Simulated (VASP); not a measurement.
# Os (I4/mmm) in VASP: further runs, part 2 of 2

VASP 6.6.1.

## (4) Single point, r2SCAN (strain -0.0750 x Voigt [1, 0, 0, 0, 0, 0])

Contents of POSCAR:

```
Os
1.0
    0.0000000000      1.9450000000      1.9450000000
    1.7991250000      0.0000000000      1.9450000000
    1.7991250000      1.9450000000      0.0000000000
Os
1
Direct
    0.0000000000      0.0000000000      0.0000000000
```

Contents of INCAR.step1:

```
ALGO     = Normal         # electronic algorithm
EDIFF    = 1E-4           # SCF threshold, eV
ENCUT    = 520            # plane-wave cutoff, eV
GGA      = PE             # functional
ISMEAR   = 0              # smearing method
LASPH    = True           # aspherical terms in the spheres
LCHARG   = False          # write CHGCAR
LREAL    = False          # projectors in reciprocal space
LWAVE    = True           # write WAVECAR
NBANDS   = 10             # bands
NELM     = 60             # most SCF steps
PREC     = Accurate       # precision mode
SIGMA    = 0.15           # smearing width, eV
```

Contents of INCAR.step2:

```
ALGO     = Normal         # electronic algorithm
EDIFF    = 1E-6           # SCF threshold, eV
ENCUT    = 520            # plane-wave cutoff, eV
ISIF     = 2              # what is computed and relaxed
ISMEAR   = 0              # smearing method
ISTART   = 1            
LASPH    = True           # aspherical terms in the spheres
LCHARG   = False          # write CHGCAR
LMIXTAU  = True         
LREAL    = False          # projectors in reciprocal space
LWAVE    = False          # write WAVECAR
METAGGA  = R2SCAN         # meta-GGA
NBANDS   = 10             # bands
NELM     = 60             # most SCF steps
PREC     = Accurate       # precision mode
SIGMA    = 0.15           # smearing width, eV
```

Contents of KPOINTS:

```
k-points
0
Gamma
  20 20 20
```

Potentials or basis: VASP PAW PBE potentials, release 64 (Os).

Command:

```sh
$ cat potpaw_PBE.64/Os/POTCAR > POTCAR
$ cp INCAR.step1 INCAR
$ mpirun -np 1 vasp_std > vasp.out
$ cp INCAR.step2 INCAR
$ mpirun -np 1 vasp_std > vasp.out
```

OUTCAR:

```text
EDIFF = 1E-6
   ENCUT = 520
   ISIF = 2
   ISMEAR = 0
   ISTART = 1
   LASPH = True
   LREAL = False
   METAGGA = R2SCAN
   NELM = 60
   PREC = Accurate

 ion  position               nearest neighbor table
   1  0.000  0.000  0.000-

  LATTYP: Found a body centered tetragonal cell.
 ALAT       =     2.7506453788
 C/A-ratio  =     1.3081475452

  Lattice vectors:

 A1 = (  -1.7991250000,   0.0000000000,  -1.9450000000)
 A2 = (  -1.7991250000,   0.0000000000,   1.9450000000)
 A3 = (   1.7991250000,   1.9450000000,   0.0000000000)

Analysis of symmetry for initial positions (statically):
=====================================================================
 Subroutine PRICEL returns:
 Original cell was already a primitive cell.

 Routine SETGRP: Setting up the symmetry group for a
 body centered tetragonal supercell.

 Subroutine GETGRP returns: Found 16 space group operations
 (whereof 16 operations were pure point group operations)
 out of a pool of 16 trial point group operations.

The static configuration has the point symmetry D_4h.

Analysis of symmetry for dynamics (positions and initial velocities):
=====================================================================
 Subroutine PRICEL returns:
 Original cell was already a primitive cell.

 Routine SETGRP: Setting up the symmetry group for a
 body centered tetragonal supercell.

 Subroutine GETGRP returns: Found 16 space group operations
 (whereof 16 operations were pure point group operations)
 out of a pool of 16 trial point group operations.

The dynamic configuration has the point symmetry D_4h.

 Subroutine INISYM returns: Found 16 space group operations
 (whereof 16 operations are pure point group operations),
 and found     1 'primitive' translations

----------------------------------------------------------------------------------------

                                     Primitive cell

  volume of cell :      13.6123

  direct lattice vectors                    reciprocal lattice vectors
     0.000000000  1.945000000  1.945000000    -0.277912874  0.257069409  0.257069409
     1.799125000  0.000000000  1.945000000     0.277912874 -0.257069409  0.257069409
     1.799125000  1.945000000  0.000000000     0.277912874  0.257069409 -0.257069409

  length of vectors
     2.750645379  2.649504815  2.649504815     0.457607832  0.457607832  0.457607832

  position of ions in fractional coordinates (direct lattice)
     0.000000000  0.000000000  0.000000000

  ion indices of the primitive-cell ions
   primitive index   ion index
                 1           1

----------------------------------------------------------------------------------------

 KPOINTS: k-points

Automatic generation of k-mesh.
 Grid dimensions read from file:
 generate k-points for:   20   20   20

 Generating k-lattice:

  Cartesian coordinates                     Fractional coordinates (reciprocal lattice)
    -0.013895644  0.012853470  0.012853470     0.050000000 -0.000000000 -0.000000000
     0.013895644 -0.012853470  0.012853470     0.000000000  0.050000000  0.000000000
     0.013895644  0.012853470 -0.012853470     0.000000000  0.000000000  0.050000000

  Length of vectors
     0.022880392  0.022880392  0.022880392

  Shift w.r.t. Gamma in fractional coordinates (k-lattice)
     0.000000000  0.000000000  0.000000000

 Subroutine IBZKPT returns following result:
 ===========================================

 Found    641 irreducible k-points:

 Following reciprocal coordinates:
            Coordinates               Weight
  0.000000  0.000000  0.000000      1.000000
  0.050000  0.000000  0.000000      8.000000
  0.100000  0.000000  0.000000      8.000000
  0.150000  0.000000  0.000000      8.000000
  0.200000  0.000000  0.000000      8.000000
  0.250000  0.000000  0.000000      8.000000
[... 16 lines left out ...]
 -0.400000  0.050000  0.000000     16.000000
 -0.350000  0.050000  0.000000     16.000000
 [... further k-points ...]
   k-points           NKPTS =    641   k-points in BZ     NKDIM =    641   number of bands    NBANDS=     10
   number of dos      NEDOS =    301   number of ions     NIONS =      1
   total plane-waves  NPLWV =   8000
   dimension x,y,z NGX =    20 NGY =   20 NGZ =   20
   dimension x,y,z NGXF=    40 NGYF=   40 NGZF=   40
   ions per type =               1
   NGX,Y,Z   is equivalent  to a cutoff of  12.09, 12.55, 12.55 a.u.
   NGXF,Y,Z  is equivalent  to a cutoff of  24.18, 25.10, 25.10 a.u.
 SYSTEM =  unknown system
   PREC   = accura    normal or accurate (medium, high low for compatibility)
   ISTART =      1    job   : 0-new  1-cont  2-samecut
   ICHARG =      0    charge: 1-file 2-atom 10-const
   ISPIN  =      1    spin polarized calculation?
   LNONCOLLINEAR =      F non collinear calculations
   LSORBIT =      F    spin-orbit coupling
   LASPH  =      T    aspherical Exc in radial PAW
   ENCUT  =  520.0 eV  38.22 Ry    6.18 a.u.   5.11  4.93  4.93*2*pi/ulx,y,z
   NELM   =     60;   NELMIN=  2; NELMDL=  0     # of ELM steps
   EDIFF  = 0.1E-05   stopping-criterion for ELM
   LREAL  =      F    real-space projection
   EDIFFG = 0.1E-04   stopping-criterion for IOM
   NSW    =      0    number of steps for IOM
   IBRION =     -1    ionic relax: 0-MD 1-quasi-New 2-CG
   NFREE  =      0    steps in history (QN), initial steepest desc. (CG)
   ISIF   =      2    stress and relaxation
   ISYM   =      2    0-nonsym 1-usesym 2-fastsym
   POTIM  = 0.5000    time-step for ionic-motion
   TEBEG  =    0.0;   TEEND  =   0.0 temperature during run
   PSTRESS=    0.0 pullay stress
   NELECT =       8.0000    total number of electrons
   NUPDOWN=      -1.0000    fix difference up-down
   EMIN   =  10.00;   EMAX   =-10.00  energy-range for DOS
   EFERMI =   0.00;   METHOD = LEGACY
   ISMEAR =     0;   SIGMA  =   0.15  broadening in eV -4-tet -1-fermi 0-gaus
   EFERMI_NEDOS =   21; number of points for ismear=-14 and -15
   IALGO  =     38    algorithm
   IMIX   =      4    mixing-type and parameters
     AMIX     =   0.40;   BMIX     =  1.00
     AMIX_MAG =   1.60;   BMIX_MAG =  1.00
  volume/ion in A,a.u.               =      13.61        91.86
  Fermi-wavevector in a.u.,A,eV,Ry     =   1.371286  2.591354 25.584732  1.880425
  Thomas-Fermi vector in A             =   2.496996
   LORBIT       =      0    0 simple, 1 ext, 2 COOP (PROOUT), +10 PAW based schemes
   METAGGA = R2SCAN    functional components
   LHFCALC =     F    Hartree Fock is set to
   AEXX    =    0.0000 exact exchange contribution
   IVDW    =     0    specifies the selected vdW correction
   LEPSILON=     F    determine dielectric tensor
   LRPA    =     F    only Hartree local field effects (RPA)
 non-spin polarized calculation
 Gauss-broadening in eV      SIGMA  =   0.15
  energy-cutoff  :      520.00
  volume of cell :       13.61
 maximum number of plane-waves:       378
   NGX = 11   NGY =  9   NGZ =  9

 number of electron       7.9999999 magnetization

 Free energy of the ion-electron system (eV)
  ---------------------------------------------------
  ext. energy  EPLUGINS =         0.00000000
  ---------------------------------------------------
  free energy    TOTEN  =       -52.76186771 eV

  energy without entropy =      -52.75329767  energy(sigma->0) =      -52.75758269

 E-fermi :   9.5946     XC(G=0): -15.5662

 val. band max:        9.5828821919   @ k =   0.3000   0.2500  -0.0000
 cond. band min:       9.5966893262   @ k =  -0.2500   0.0500   0.0000
 fundamental gap:      0.0138071343
 Fermi energy:         9.5946402307

 k-point     1 :       0.0000    0.0000    0.0000
  band No.  band energies     occupation
      1      -2.0042      2.00000
      2       5.9784      2.00000
      3       5.9784      2.00000
      4       7.1499      2.00000
      5       8.7868      2.00000
      6      10.2883      0.00000
      7      24.5920      0.00000
      8      29.8283      0.00000
      9      29.8283      0.00000
     10      33.0040      0.00000
[... 287 lines left out ...]
 k-point    24 :      -0.3500    0.0500    0.0000
  band No.  band energies     occupation
      1       1.3615      2.00000
      2       5.7370      2.00000
      3       6.9775      2.00000
      4       7.1800      2.00000
      5      10.7837      0.00000
      6      11.9199      0.00000
      7      21.8995      0.00000
      8      25.7563      0.00000
      9      32.3301      0.00000
     10      34.7421      0.00000

 [... further k-points ...]

------------------------ aborting loop because EDIFF is reached ----------------------------------------

  FORCE on cell =-STRESS in cart. coord.  units (eV):
  Direction    XX          YY          ZZ          XY          YZ          ZX
  --------------------------------------------------------------------------------------
  -------------------------------------------------------------------------------------
  Total        3.3121323      0.6100395      0.6100395      0.0000000      0.0000000      0.0000000
  in kB      389.8411834     71.8022357     71.8022357      0.0000000      0.0000000      0.0000000
  external PRESSURE =     177.8152183 kB  Pullay stress =       0.0000000 kB

 VOLUME and BASIS-vectors are now :
 -----------------------------------------------------------------------------
  energy-cutoff  :      520.00
  volume of cell :       13.61
      direct lattice vectors                 reciprocal lattice vectors
     0.000000000  1.945000000  1.945000000    -0.277912874  0.257069409  0.257069409
     1.799125000  0.000000000  1.945000000     0.277912874 -0.257069409  0.257069409
     1.799125000  1.945000000  0.000000000     0.277912874  0.257069409 -0.257069409

 POSITION                                       TOTAL-FORCE (eV/Angst)
 -----------------------------------------------------------------------------------
      0.00000      0.00000      0.00000         0.000000      0.000000      0.000000
 -----------------------------------------------------------------------------------
    total drift:                               -0.000000     -0.000000     -0.000000

  FREE ENERGIE OF THE ION-ELECTRON SYSTEM (eV)
  ---------------------------------------------------
  free  energy   TOTEN  =       -52.7618677087 eV

  energy  without entropy=      -52.7532976702  energy(sigma->0) =      -52.75758269
```

It took 2.9 min on 1 thread of Oxide Virtual Turin-like, shared host; peak memory 0.17 GiB.

What came out:

* Free energy: -52.7619 eV
* Pressure: 17.8 GPa
* Band gap on the k mesh: zero (bands 4 and 5 overlap by 5.21 eV)

Stress tensor (GPa, compression positive):
```
38.98  0.00  0.00
 0.00  7.18  0.00
 0.00  0.00  7.18
```

Caveat: the cell differs from its parent crystal (strain -0.0750 x Voigt [1, 0, 0, 0, 0, 0]); the stress differs along the axes, from 7 to 39 GPa; the PAW data sets were made with another functional, which shifts forces and pressure a little; spin-orbit coupling is left out, which moves the levels of the heavy elements.

## (5) Single point, r2SCAN (strain -0.0500 x Voigt [1, 0, 0, 0, 0, 0])

Contents of POSCAR:

```
Os
1.0
    0.0000000000      1.9450000000      1.9450000000
    1.8477500000      0.0000000000      1.9450000000
    1.8477500000      1.9450000000      0.0000000000
Os
1
Direct
    0.0000000000      0.0000000000      0.0000000000
```

Contents of INCAR.step1:

```
SYSTEM = Os
  PREC = Accurate
  ENCUT = 520
  ISMEAR = 0
  SIGMA = 0.15
  LREAL = .False.
  LASPH = .True.
  NELM = 100
  NBANDS = 10
  GGA = PE
  ALGO = Normal
  EDIFF = 1E-4
  LWAVE = .True.
  LCHARG = .False.
```

Contents of INCAR.step2:

```
SYSTEM = Os
  PREC = Accurate
  ENCUT = 520
  EDIFF = 1E-7
  ISMEAR = 0
  SIGMA = 0.15
  LREAL = .False.
  LASPH = .True.
  NELM = 100
  ALGO = Normal
  ISIF = 2
  LWAVE = .False.
  LCHARG = .True.
  METAGGA = R2SCAN
  LMIXTAU = .True.
  LELF = .True.
  LVHAR = .True.
  NBANDS = 10
  ISTART = 1
```

Contents of KPOINTS:

```
Automatic mesh
0
Gamma
  20 20 20
  0 0 0
```

Command:

```sh
$ cat potpaw_PBE.64/Os/POTCAR > POTCAR
$ cp INCAR.step1 INCAR
$ mpirun -np 1 vasp_std > vasp.out
$ cp INCAR.step2 INCAR
$ mpirun -np 1 vasp_std > vasp.out
```

Run time: 4.3 min. Hardware: 1 thread of Oxide Virtual Turin-like, shared host; peak memory 0.18 GiB.

Results (log left out):

```
Free energy            : -52.8259 eV
Pressure               : 4.4 GPa
Band gap on the k mesh : zero (bands 4 and 5 overlap by 4.77 eV)
```

Stress tensor (GPa, compression positive):
```
17.11  0.00  0.00
 0.00 -1.97  0.00
 0.00  0.00 -1.97
```

Levels at points of the mesh, in eV from the Fermi level:
```tsv
k point	band 1	band 2	band 3	band 4	band 5	band 6	band 7	band 8
(0.00, 0.00, 0.00)	-11.34	-3.38	-3.38	-2.61	-0.51	0.47	14.96	20.45
(0.50, 0.00, 0.00)	-8.08	-3.74	-2.89	-0.27	2.30	2.76	9.52	14.44
(0.50, 0.50, 0.00)	-7.99	-7.19	2.02	2.43	2.88	3.58	12.51	12.85
(0.00, 0.50, 0.50)	-7.93	-7.29	2.44	3.21	3.28	3.28	12.25	12.25
```

Caveat: the cell differs from its parent crystal (strain -0.0500 x Voigt [1, 0, 0, 0, 0, 0]); the stress differs along the axes, from -2 to 17 GPa; the PAW data sets were made with another functional, which shifts forces and pressure a little; spin-orbit coupling is left out, which moves the levels of the heavy elements.

## (6) Overview

```tsv
cell	gap on the mesh (eV)	pressure (GPa)
a = 2.751, b = 2.891, c = 2.891 Å, angles 56.8, 61.6, 61.6°, 1 atom	none	-40.4
a = 2.751, b = 2.617, c = 2.617 Å, angles 63.4, 58.3, 58.3°, 1 atom	none	33.6
a = 2.751, b = 2.650, c = 2.650 Å, angles 62.5, 58.7, 58.7°, 1 atom	none	17.8
a = 2.751, b = 2.683, c = 2.683 Å, angles 61.7, 59.2, 59.2°, 1 atom	none	4.4
```

Alike in all rows: task single point; level r2SCAN; potentials or basis VASP PAW PBE potentials, release 64 (Os); no spin polarisation; k mesh 20 × 20 × 20; cutoff (eV) 520; smearing gaussian 0.15 eV.

Caveats: the PAW data sets were made with another functional, which shifts forces and pressure a little; spin-orbit coupling is left out, which moves the levels of the heavy elements; the stress differs along the axes, from -57 to -32 GPa (at least some runs); the stress differs along the axes, from 18 to 64 GPa (at least some runs); the stress differs along the axes, from 7 to 39 GPa (at least some runs); the stress differs along the axes, from -2 to 17 GPa (at least some runs).

Absolute energies hang on the potentials; compare differences alone.
